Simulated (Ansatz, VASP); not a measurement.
**One calculation of SnTe, two programs**

File INCAR:

```
SYSTEM = SnTe
ALGO = Normal ; EDIFF = 1E-8
ENCUT = 520 ; ISIF = 2
ISMEAR = -1 ; LASPH = .True.
LCHARG = .False. ; LEFG = .True.
LREAL = .False. ; LWAVE = .False.
NBANDS = 17 ; NELM = 100
PREC = Accurate ; SIGMA = 0.08
```

KPOINTS

```
k-points
0
Gamma
  11 11 11
  0 0 0
```

Contents of POSCAR:

```
SnTe
1.0
    0.0000000000      3.1565000000      3.2511950000
    3.1565000000      0.0000000000      3.2511950000
    3.1565000000      3.1565000000      0.0000000000
Sn Te
1 1
Direct
    0.0000000000      0.0000000000      0.0000000000
    0.5000000000      0.5000000000      0.5000000000
```

Input for Ansatz:

```yaml
crystal:
  lattice:
    - [0.0, 3.1565, 3.251195]
    - [3.1565, 0.0, 3.251195]
    - [3.1565, 3.1565, 0.0]
  atoms:
    - { symbol: Sn, position: [0.0, 0.0, 0.0] }
    - { symbol: Te, position: [0.5, 0.5, 0.5] }
kpoints:
  mp_grid: { grid: [11, 11, 11] }
scf:
  occupations: { method: fermi_dirac, width: 0.08 }
hamiltonian:
  xc: lda
  pseudopotentials: { kind: all_electron, datasets: crystal }
output:
  forces: true
  stress: true
  eigenvalues: true
  efg: { contact_densities: true }
```

Change from the starting cell: zz strain of +3 %, crystal datasets.

Alike in both runs: task electric field gradients; functional LDA; k mesh 11 × 11 × 11; occupations fermi-dirac, width 0.08 eV; no spin polarisation.

|  | VASP | Ansatz |
| --- | --- | --- |
| version | VASP 6.6.1 | Ansatz 0.2.0 |
| potentials or method | VASP PAW LDA potentials, release 64 (Sn_d, Te), cutoff 520 eV | all-electron PAW with datasets made for the crystal, scalar-relativistic |

```csv
,VASP,Ansatz,Ansatz less VASP
pressure (GPa),-2.8,-2.8,-0.03
"traceless stress, the component that is largest in VASP (GPa)",-2.01,-1.99,+0.017
size of Vzz on the site where it differs most (V/Å²),9.2,7.9,-1.26
```

LDA's correlation is that of Perdew and Zunger in VASP and of Perdew and Wang (1992) in Ansatz. Ansatz ran all-electron here, and VASP with PAW potentials.

Neither program's run includes spin-orbit coupling.
